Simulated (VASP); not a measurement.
Write the native input for VASP 6.6.1 that does the following.

| Quantity | Value |
| --- | --- |
| Task | single point |
| Functional | LDA |
| Potentials or basis | VASP PAW LDA potentials, release 64 (Ti_sv, Al) |
| Cutoff | 520 eV |
| k mesh | 16 × 16 × 16 |
| Occupations | gaussian, width 0.15 eV |
| Spin | no spin polarisation |
| Dipole correction | no |
| Further INCAR settings | ALGO = Fast; EDIFF = 1e-06; NBANDS = 14 |

The structure of TiAl lies in POSCAR:

```
TiAl
1.0
    2.8186755388      0.0000000000      0.0000000000
    0.0000000000      2.8186755388      0.0000000000
    0.0000000000      0.0000000000      3.7226247841
Ti Al
1 1
Direct
    0.0000000000      0.0000000000      0.0000000000
    0.5000000000      0.5000000000      0.5000000000
```

One way to write it, as run:

INCAR

```
SYSTEM = TiAl
PREC = Accurate
ENCUT = 520
EDIFF = 1E-6
ISMEAR = 0
SIGMA = 0.15
LREAL = .False.
LASPH = .True.
NELM = 60
ALGO = Fast
ISIF = 2
LWAVE = .False.
LCHARG = .False.
GGA = CA
NBANDS = 14
```

KPOINTS

```
Automatic mesh
0
Gamma
  16 16 16
  0 0 0
```

Potentials or basis: VASP PAW LDA potentials, release 64 (Ti_sv, Al).

The run is started by

```sh
$ cat potpaw_LDA.64/Ti_sv/POTCAR potpaw_LDA.64/Al/POTCAR > POTCAR
$ mpirun -np 1 vasp_std > vasp.out
```

It gave:

The pressure is 4.6 GPa and the band gap on the k mesh is zero (an odd number of electrons rules out a gap without spin polarisation).

Caveat: the cell stands under pressure.

Wall time 2.5 min on 1 thread of AMD EPYC 9R45 96-Core Processor (Zen 5), on a shared host, peak memory 0.24 GiB.
